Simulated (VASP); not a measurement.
Write the native input for VASP 6.6.1 that does the following.

```yaml
Task: relaxation of cell and atoms
Functional: HSE06
Potentials_or_basis: VASP PAW PBE potentials, release 64 (Hf_pv, N)
Cutoff: 600 eV
k_mesh: 5 × 5 × 5
Occupations: fermi-dirac, width 0.05 eV
Spin: no spin polarisation
Dipole_correction: no
Grid_for_exact_exchange_PRECFOCK: Normal
Further_INCAR_settings: ALGO = Normal; EDIFF = 1e-06; IBRION = 2; EDIFFG = -0.01; NSW = 60; ISIF = 3
Share_of_exact_exchange: 0.25
Screening_parameter: 0.2079 1/Å
```

HfN:

```
CELL_PARAMETERS angstrom
2.82503 0.00000 0.00000
0.00000 2.82503 0.00000
0.00000 0.00000 2.82503
ATOMIC_POSITIONS crystal
Hf 0.50000 0.50000 0.50000
N 0.00000 0.00000 0.00000
```

The input as run:

POSCAR

```
HfN
1.0
    2.8250300000      0.0000000000      0.0000000000
    0.0000000000      2.8250300000      0.0000000000
    0.0000000000      0.0000000000      2.8250300000
Hf N
1 1
Direct
    0.5000000000      0.5000000000      0.5000000000
    0.0000000000      0.0000000000      0.0000000000
```

INCAR.step1

```
PREC = Accurate
ENCUT = 600
EDIFF = 1E-5
ISMEAR = -1
SIGMA = 0.05
LREAL = F
LASPH = T
NELM = 100
ALGO = Normal
LWAVE = T
LCHARG = F
GGA = PE
NBANDS = 14
```

INCAR.step2

```
PREC = Accurate
ENCUT = 600
EDIFF = 1E-6
ISMEAR = -1
SIGMA = 0.05
LREAL = F
LASPH = T
NELM = 100
ALGO = Normal
ISIF = 3
LWAVE = F
LCHARG = F
GGA = PE
LHFCALC = T
HFSCREEN = 0.2079
PRECFOCK = Normal
IBRION = 2
NSW = 60
EDIFFG = -0.01
ISTART = 1
```

KPOINTS

```
regular mesh
0
Gamma
  5 5 5
```

Potentials or basis: VASP PAW PBE potentials, release 64 (Hf_pv, N).

Run with:

```console
$ cat potpaw_PBE.64/Hf_pv/POTCAR potpaw_PBE.64/N/POTCAR > POTCAR
$ cp INCAR.step1 INCAR
$ mpirun -np 1 vasp_std > vasp.out
$ cp INCAR.step2 INCAR
$ mpirun -np 1 vasp_std > vasp.out
```

It gave:

```yaml
Relaxed_volume: 10.77 Å³/atom
Relaxed_cell: a = 2.782 Å, b = 2.782 Å, c = 2.782 Å, α = 90.00°, β = 90.00°, γ = 90.00°
Space_group_after_relaxing_to_0.1_Å: Pm-3m (No. 221)
Energy_gained_by_relaxing: 18.2 meV/atom
Ionic_steps: 4
Pressure_after_relaxing: 0.0 GPa
Band_gap_on_the_k_mesh: zero (an odd number of electrons rules out a gap without spin polarisation)
```

Caveat: the k points lie up to 0.45 Å⁻¹ apart in the final cell, too coarse for converged energies and pressures of a metal; the PAW data sets were made with another functional, which shifts forces and pressure a little; spin-orbit coupling is left out, which moves the levels of the heavy elements.

Run time: 19 min on 1 thread of Intel(R) Xeon(R) Platinum 8488C (Sapphire Rapids), with other jobs on the host, peak memory 0.28 GiB.
